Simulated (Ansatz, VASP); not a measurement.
Two plane-wave programs on SiO

```
CELL_PARAMETERS angstrom
2.80697 0.00000 0.00000
0.00000 2.80697 0.00000
0.00000 0.00000 2.80697
ATOMIC_POSITIONS crystal
Si 0.00000 0.00000 0.00000
O 0.50000 0.50000 0.50000
```

Alike in both runs: task relaxation of cell and atoms; functional PBEsol; k mesh 9 × 9 × 9; occupations fermi-dirac, width 0.05 eV; no spin polarisation.

|  | VASP | Ansatz |
| --- | --- | --- |
| version | VASP 6.6.1 | Ansatz 0.2.0 |
| potentials or method | VASP PAW PBE potentials, release 64 (Si, O) | Ansatz PAW |
| plane-wave cutoff (eV) | 600 | 420 |
| valence electrons in the cell | 10 | 10 |

|  | VASP | Ansatz | Ansatz less VASP |
| --- | --- | --- | --- |
| gap on the k mesh at the Fermi level, each at its own relaxed structure (eV) | none | none | - |
| relaxed volume (Å³/atom) | 10.65 | 10.66 | +0.007 |
| relaxed cell length with the largest relative difference (Å) | 2.772 | 2.773 | +0.0006 |

VASP's potentials were made for PBE, not for PBEsol. A gap of «none» marks a metal or a gap that the smearing closes.

Noted on Ansatz's run: the plane-wave basis is chosen anew once the cell has moved, so the energies of steps on either side of that aren't comparable.
